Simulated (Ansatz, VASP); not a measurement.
Two plane-wave programs on SiC

```xyz
4
Lattice="3.0919 0.0000 0.0000 -1.5459 2.6776 0.0000 0.0000 0.0000 5.0742" Properties=species:S:1:pos:R:3 pbc="T T T"
Si    0.0000    1.7851    0.0233
Si    1.5459    0.8925    2.5603
C     0.0000    1.7851    1.9303
C     1.5459    0.8925    4.4674
```

Alike in both runs: functional PBE; k mesh 10 × 10 × 6; no spin polarisation.

Ansatz relaxed the structure, and its values are those at the end. VASP's run is a single point on that final structure, the one shown.

```csv
,VASP,Ansatz
version,VASP 6.6.1,Ansatz 0.2.0
potentials or method,"VASP PAW PBE potentials, release 64 (Si, C)","scalar-relativistic, plane waves, PAW"
plane-wave cutoff (eV),520,420
occupations,"gaussian, width 0.01 eV",fixed
valence electrons in the cell,16,16
```

```tsv
	VASP	Ansatz	Ansatz less VASP
gap on the k mesh at the Fermi level (eV)	2.46	2.46	+0.003
least direct gap on the mesh (eV)	3.94	3.94	+0.003
pressure (GPa)	0.0	0.0	+0.05
```
